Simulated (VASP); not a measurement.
# KI (P1) in VASP: further runs, part 2 of 2

VASP 6.6.1. The steps go on from the part before.

### 3 Single point, PBEsol (dynamics (npt langevin) at 800 K, volume x 1.02, from the last frame before)

The input, INCAR:

```
PREC = Accurate
ENCUT = 520
EDIFF = 1E-7
ISMEAR = -1
SIGMA = 0.0689
LREAL = Auto
LASPH = True
NELM = 60
ALGO = Normal
ISIF = 2
LWAVE = False
LCHARG = False
GGA = PS
NBANDS = 78
```

The input, KPOINTS:

```
regular mesh
0
Gamma
  1 1 1
```

The input, POSCAR:

```
KI
1.0
    6.7561300000     -5.5669670000      0.0000000000
   -6.7561300000     -5.5669670000      0.0000000000
    0.0000000000      0.0000000000     -9.7869170000
K I
8 8
Direct
    0.3793542251      0.4207387160      0.6354111310
    0.8498604214      0.8916266397      0.7657932524
    0.6114027875      0.2069706644      0.8520165237
    0.1296784475      0.6548749727      0.8315594175
    0.3482162683      0.8467029759      0.2076964584
    0.8699807771      0.3582566096      0.3051547285
    0.6407309156      0.6223471663      0.2668647338
    0.1177711472      0.0799699208      0.2765639067
    0.5097508013      0.2743943176      0.1594821944
   -0.0566044032      0.7752380865      0.0852292913
    0.7152101866     -0.0105397619      0.4020202685
    0.2120545602      0.5171132254      0.3563083247
    0.2340229892      0.0261747092      0.5758263813
    0.7578749958      0.5323837753      0.6320998737
    0.5181928634      0.7355593144      0.9170657113
   -0.0092504334      0.2577661871      0.8459485250
```

Potentials or basis: VASP PAW PBE potentials, release 64 (K_sv, I).

Command:

```sh
$ cat potpaw_PBE.64/K_sv/POTCAR potpaw_PBE.64/I/POTCAR > POTCAR
$ mpirun -np 1 vasp_gam > vasp.out
```

OUTCAR:

```text
PREC = Accurate
   ENCUT = 520
   EDIFF = 1E-7
   ISMEAR = -1
   LREAL = Auto
   LASPH = True
   NELM = 60
   ISIF = 2
   GGA = PS

 ion  position               nearest neighbor table
   1  0.379  0.421  0.635-  14 3.27  12 3.28  13 3.49   3 3.68   4 3.79
   2  0.850  0.892  0.766-  16 3.30  15 3.31  14 3.36  10 3.44   4 3.56
   3  0.611  0.207  0.852-   9 3.22  16 3.27  14 3.60   1 3.68
   4  0.130  0.655  0.832-  10 3.25  15 3.44  16 3.46   2 3.56   1 3.79
   5  0.348  0.847  0.208-   8 3.20  12 3.25  15 3.44   7 3.56  10 3.68
   6  0.870  0.358  0.305-  12 3.09   7 3.36  11 3.39   9 3.41   8 3.57
   7  0.641  0.622  0.267-   9 3.22  10 3.26   6 3.36  11 3.42   5 3.56
   8  0.118  0.080  0.277-  13 3.17   5 3.20  10 3.38   6 3.57  11 3.67
   9  0.510  0.274  0.159-   7 3.22   3 3.22   6 3.41
  10  0.943  0.775  0.085-   4 3.25   7 3.26   8 3.38   2 3.44   5 3.68
  11  0.715  0.989  0.402-   6 3.39   7 3.42   8 3.67
  12  0.212  0.517  0.356-   6 3.09   5 3.25   1 3.28
  13  0.234  0.026  0.576-   8 3.17   1 3.49
  14  0.758  0.532  0.632-   1 3.27   2 3.36   3 3.60
  15  0.518  0.736  0.917-   2 3.31   5 3.44   4 3.44
  16  0.991  0.258  0.846-   3 3.27   2 3.30   4 3.46

  LATTYP: Found a base centered orthorhombic cell.
 ALAT       =    11.1339340000
 B/A-ratio  =     1.2136105711
 C/A-ratio  =     0.8790169764

  Lattice vectors:

 A1 = (   6.7561300000,  -5.5669670000,   0.0000000000)
 A2 = (  -6.7561300000,  -5.5669670000,   0.0000000000)
 A3 = (   0.0000000000,   0.0000000000,  -9.7869170000)

Analysis of symmetry for initial positions (statically):
=====================================================================
 Subroutine PRICEL returns:
 Original cell was already a primitive cell.

 Routine SETGRP: Setting up the symmetry group for a
 base centered orthorhombic supercell.

 Subroutine GETGRP returns: Found  1 space group operations
[... 143 lines left out ...]
  Fermi-wavevector in a.u.,A,eV,Ry     =   0.913722  1.726684 11.359334  0.834887
  Thomas-Fermi vector in A             =   2.038266
   LORBIT       =      0    0 simple, 1 ext, 2 COOP (PROOUT), +10 PAW based schemes
   GGA     = PS    functional components
   LHFCALC =     F    Hartree Fock is set to
   AEXX    =    0.0000 exact exchange contribution
   IVDW    =     0    specifies the selected vdW correction
   LEPSILON=     F    determine dielectric tensor
   LRPA    =     F    only Hartree local field effects (RPA)
 non-spin polarized calculation
  energy-cutoff  :      520.00
  volume of cell :      736.19
 maximum number of plane-waves:      9917
 NGX is ok and might be reduce to    70
   NGX = 33   NGY = 33   NGZ = 37

 number of electron     128.0000001 magnetization

 Free energy of the ion-electron system (eV)
  ---------------------------------------------------
  ext. energy  EPLUGINS =         0.00000000
  ---------------------------------------------------
  free energy    TOTEN  =       -42.38876604 eV

  energy without entropy =      -42.38876603  energy(sigma->0) =      -42.38876604

 E-fermi :   1.4453     XC(G=0):  -7.0829

 val. band max:        0.0491981107   @ k =   0.0000   0.0000   0.0000
 cond. band min:       2.8390060004   @ k =   0.0000   0.0000   0.0000
 fundamental gap:      2.7898078898
 Fermi energy:         1.4453019981

 k-point     1 :       0.0000    0.0000    0.0000
  band No.  band energies     occupation
      1     -29.7504      2.00000
      2     -29.6303      2.00000
      3     -29.5906      2.00000
      4     -29.5676      2.00000
      5     -29.5633      2.00000
      6     -29.5397      2.00000
[... 68 lines left out ...]
     75       5.4663      0.00000
     76       5.4807      0.00000
 [bands above 76 left out]

------------------------ aborting loop because EDIFF is reached ----------------------------------------

  FORCE on cell =-STRESS in cart. coord.  units (eV):
  Direction    XX          YY          ZZ          XY          YZ          ZX
  --------------------------------------------------------------------------------------
  -------------------------------------------------------------------------------------
  Total       11.8401488     -3.1679395     -0.6388041     -0.9258015     -0.0044460      0.3203629
  in kB       25.7676727     -6.8943752     -1.3902271     -2.0148183     -0.0096757      0.6972047
  external PRESSURE =       5.8276901 kB  Pullay stress =       0.0000000 kB

 VOLUME and BASIS-vectors are now :
 -----------------------------------------------------------------------------
  energy-cutoff  :      520.00
  volume of cell :      736.19
      direct lattice vectors                 reciprocal lattice vectors
     6.756130000 -5.566967000  0.000000000     0.074006865 -0.089815514  0.000000000
    -6.756130000 -5.566967000  0.000000000    -0.074006865 -0.089815514  0.000000000
     0.000000000  0.000000000 -9.786917000     0.000000000  0.000000000 -0.102177223

 POSITION                                       TOTAL-FORCE (eV/Angst)
 -----------------------------------------------------------------------------------
     -0.27960     -4.45409     -6.21872        -0.073486      0.256073     -0.009454
     -0.28218     -9.69480     -7.49476        -0.089397     -0.133922      0.419909
      2.73240     -4.55586     -8.33862         0.085919      0.071667      0.193886
     -3.54830     -4.36758     -8.13840         0.153477      0.070067      0.199154
     -3.36784     -6.65208     -2.03271         0.058800     -0.333673      0.011385
      3.45727     -6.83756     -2.98652        -0.200009      0.470744     -0.068641
[... 8 lines left out ...]
     -1.46856     -6.97960     -8.97525        -0.359320      0.316770     -0.037986
      4.95213     -6.95045     -8.27923         0.119777     -0.360039     -0.289571
 -----------------------------------------------------------------------------------
    total drift:                               -0.003177     -0.013238     -0.018592

  FREE ENERGIE OF THE ION-ELECTRON SYSTEM (eV)
  ---------------------------------------------------
  free  energy   TOTEN  =       -42.3887660431 eV

  energy  without entropy=      -42.3887660333  energy(sigma->0) =      -42.38876604
```

OSZICAR:

```text
N       E                     dE             d eps       ncg     rms          rms(c)
DAV:   1     0.129475774104E+04    0.12948E+04   -0.60200E+04   156   0.146E+03
DAV:   2     0.972751682564E+02   -0.11975E+04   -0.11595E+04   218   0.377E+02
DAV:   3    -0.377427102957E+02   -0.13502E+03   -0.13454E+03   192   0.109E+02
[... 12 lines left out ...]
DAV:  16    -0.423887651653E+02   -0.26066E-05   -0.71039E-06   168   0.859E-03    0.428E-03
DAV:  17    -0.423887653511E+02   -0.18583E-06   -0.93983E-07   184   0.296E-03    0.332E-03
DAV:  18    -0.423887657401E+02   -0.38898E-06   -0.42035E-07   136   0.183E-03    0.166E-03
DAV:  19    -0.423887660429E+02   -0.30280E-06   -0.41643E-07   128   0.220E-03    0.119E-03
DAV:  20    -0.423887660431E+02   -0.18554E-09   -0.65802E-08   120   0.811E-04
   1 F= -.42388766E+02 E0= -.42388766E+02  d E =-.974438E-08
```

Wall time 1.8 min (1 thread of Intel Xeon Platinum 8559C (Emerald Rapids), shared host); peak memory 0.67 GiB.

What came out:

```
Free energy            : -42.3888 eV
Pressure               : 0.6 GPa
Largest force          : 0.556 eV/Å
Band gap on the k mesh : 2.79 eV
```

Forces in eV/Å, atoms in the order of the input:
```
K   -0.073  0.256 -0.009
K   -0.089 -0.134  0.420
K    0.086  0.072  0.194
K    0.153  0.070  0.199
K    0.059 -0.334  0.011
K   -0.200  0.471 -0.069
K   -0.400 -0.109 -0.196
K   -0.534 -0.044  0.120
I    0.027  0.446 -0.004
I    0.300 -0.330 -0.147
I    0.158 -0.018  0.009
I    0.288 -0.340 -0.084
I    0.303  0.000 -0.466
I    0.163  0.038  0.349
I   -0.359  0.317 -0.038
I    0.120 -0.360 -0.290
```

Caveat: the k points lie up to 0.73 Å⁻¹ apart; the PAW data sets were made with another functional, which shifts forces and pressure a little; spin-orbit coupling is left out, which moves the levels of the heavy elements.

### 4 Single point, PBEsol (dynamics (npt langevin) at 800 K, volume x 1.02, from the last frame before)

The input, INCAR:

```
SYSTEM = KI
PREC = Accurate
ENCUT = 520
EDIFF = 1E-6
ISMEAR = -1
SIGMA = 0.0689
LREAL = Auto
LASPH = .TRUE.
NELM = 100
ALGO = Normal
ISIF = 2
LWAVE = .FALSE.
LCHARG = .FALSE.
GGA = PS
NBANDS = 78
```

The input, KPOINTS:

```
Automatic mesh
0
G
  1 1 1
  0 0 0
```

The input, POSCAR:

```
KI
1.0
    6.9407660000     -5.7191050000      0.0000000000
   -6.9407660000     -5.7191050000      0.0000000000
    0.0000000000      0.0000000000    -10.0543810000
K I
8 8
Direct
    0.3578262273      0.4541242440      0.6141534720
    0.7789749020      0.9130321516      0.7338894359
    0.6245279808      0.2615248194      0.8822705247
    0.1347325159      0.6990435732      0.8408332646
    0.3831828203      0.9103164248      0.2253486316
    0.8491023100      0.3430802081      0.3615601000
    0.6072738297      0.6432875781      0.3026687570
    0.1064094468      0.1471380926      0.2599634925
    0.5099784158      0.2696451442      0.1990980847
   -0.0417657769      0.8031382294      0.1076931539
    0.6930737984     -0.0142028912      0.4491413246
    0.2012126791      0.5406455313      0.3300514472
    0.1724976944     -0.0087327347      0.5834626716
    0.7665593732      0.5679225081      0.5943335547
    0.5108579012      0.7107390095      0.9682203211
    0.0085781720      0.3038212331      0.8157318685
```

Command:

```sh
$ cat potpaw_PBE.64/K_sv/POTCAR potpaw_PBE.64/I/POTCAR > POTCAR
$ mpirun -np 1 vasp_gam > vasp.out
```

It took 1.7 min on 1 thread of Intel Xeon Platinum 8559C (Emerald Rapids), shared host; peak memory 0.7 GiB.

It converged, with:

```yaml
Free_energy: -42.2371 eV
Pressure: -0.1 GPa
Largest_force: 0.808 eV/Å
Band_gap_on_the_k_mesh: 2.45 eV
```

Forces on the atoms (eV/Å):
```
K    0.068  0.227 -0.060
K    0.467 -0.209 -0.532
K   -0.054 -0.347  0.035
K   -0.049  0.041  0.009
K    0.099  0.375 -0.164
K   -0.192  0.072 -0.206
K    0.101 -0.155  0.277
K    0.212  0.076 -0.026
I   -0.153 -0.101  0.151
I   -0.095 -0.270 -0.069
I   -0.340 -0.024  0.733
I    0.194 -0.048 -0.078
I    0.096 -0.176  0.006
I   -0.101  0.416 -0.263
I   -0.197  0.105  0.328
I   -0.056  0.018 -0.142
```

Stress tensor (GPa, compression positive):
```
 1.50  0.16 -0.05
 0.16 -1.45  0.12
-0.05  0.12 -0.29
```

Levels at points of the mesh, in eV from the valence-band top:
| k point | band 61 | band 62 | band 63 | band 64 | band 65 | band 66 | band 67 | band 68 |
| --- | --- | --- | --- | --- | --- | --- | --- | --- |
| (0.00, 0.00, 0.00) | -0.39 | -0.28 | -0.23 | 0.00 | 2.45 | 3.61 | 4.14 | 4.33 |

Caveat: the k points lie up to 0.71 Å⁻¹ apart; the PAW data sets were made with another functional, which shifts forces and pressure a little; spin-orbit coupling is left out, which moves the levels of the heavy elements. A k mesh can miss the band edges.

### 5 Overview

```csv
cell,gap on the mesh (eV),pressure (GPa),largest force (eV/Å)
"a = 8.512, b = 8.512, c = 9.516 Å, angles 90.0, 90.0, 101.0°, 16 atoms",2.86,1.4,1.03
"a = 8.754, b = 8.754, c = 9.787 Å, angles 90.0, 90.0, 101.0°, 16 atoms",2.79,0.6,0.56
"a = 8.993, b = 8.993, c = 10.054 Å, angles 90.0, 90.0, 101.0°, 16 atoms",2.45,-0.1,0.81
```

Alike in all rows: task single point; level PBEsol; potentials or basis VASP PAW PBE potentials, release 64 (K_sv, I); no spin polarisation; k mesh 1 × 1 × 1; cutoff (eV) 520; smearing fermi-dirac 0.0689 eV.

Caveats: all runs use coarse meshes; the PAW data sets were made with another functional, which shifts forces and pressure a little; spin-orbit coupling is left out, which moves the levels of the heavy elements.

Absolute energies hang on the potentials; compare differences alone.
